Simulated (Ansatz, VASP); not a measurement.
# One calculation of MoS2, two programs

File INCAR:

```
SYSTEM = MoS2
PREC = Accurate
ENCUT = 600
EDIFF = 1E-6
ISMEAR = 0
SIGMA = 0.1
LREAL = .FALSE.
LASPH = .TRUE.
NELM = 80
ALGO = Normal
ISIF = 3
LWAVE = .FALSE.
LCHARG = .FALSE.
GGA = PE
IBRION = 2
NSW = 80
EDIFFG = -0.025
```

The input KPOINTS:

```
regular mesh
0
G
  4 4 1
  0 0 0
```

The input POSCAR:

```
MoS2
1.0
    1.6773364825     -2.7783784362     -0.0001471673
   -4.9553684993     -2.7341297642     -0.0224709999
   -0.0664183063     -0.0393578101    -18.7061331967
Mo S
2 4
Direct
   -0.0382968718      0.6435140349      0.9926105877
    0.5194008773      0.2184198136      1.0026854821
    0.4387497325      0.5247647801      0.0846549595
    1.0343575904     -0.0228154058      0.0799946770
    0.4890892037      0.4919814914      0.9201827605
    1.0566994679      0.9774686192      0.9198715331
```

Input for Ansatz:

```yaml
crystal:
  lattice:
    - [1.6773364825, -2.7783784362, -0.0001471673]
    - [-4.9553684993, -2.7341297642, -0.0224709999]
    - [-0.0664183063, -0.0393578101, -18.7061331967]
  atoms:
    - { symbol: Mo, position: [-0.0382968718, 0.6435140349, 0.9926105877] }
    - { symbol: Mo, position: [0.5194008773, 0.2184198136, 1.0026854821] }
    - { symbol: S, position: [0.4387497325, 0.5247647801, 0.0846549595] }
    - { symbol: S, position: [1.0343575904, -0.0228154058, 0.079994677] }
    - { symbol: S, position: [0.4890892037, 0.4919814914, 0.9201827605] }
    - { symbol: S, position: [1.0566994679, 0.9774686192, 0.9198715331] }
basis:
  ecutwfc: 420
kpoints:
  mp_grid: { grid: [4, 4, 1] }
hamiltonian:
  xc: pbe
scf:
  occupations: { method: gaussian, width: 0.1 }
  lower_state_search: "off"
output:
  forces: true
  stress: true
  eigenvalues: true
relax:
  adjacent_minimum: "off"
  f_tol: 0.025
  max_steps: 60
  cell: { stress_tol: 0.25 }
```

Change from the starting cell: cell x2, atoms moved at random (sigma 0.15 Å) and cell strained at random (1.5 %), then relaxed without symmetry.

Alike in both runs: task relaxation of cell and atoms; functional PBE; k mesh 4 × 4 × 1; occupations gaussian, width 0.1 eV; no spin polarisation.

|  | VASP | Ansatz |
| --- | --- | --- |
| version | VASP 6.6.1 | Ansatz 0.2.0 |
| potentials or method | VASP PAW PBE potentials, release 64 (Mo_sv, S), cutoff 600 eV | scalar-relativistic, plane waves, PAW |
| valence electrons in the cell | 52 | 52 |

|  | VASP | Ansatz | Ansatz less VASP |
| --- | --- | --- | --- |
| gap on the k mesh at the Fermi level, each at its own relaxed structure (eV) | 1.85 | 1.85 | -0.002 |
| relaxed volume (Å³/atom) | 55.26 | 55.07 | -0.192 |
| relaxed cell length with the largest relative difference (Å) | 18.907 | 18.841 | -0.0660 |

The k mesh is coarse, so the values compare programs but aren't converged.
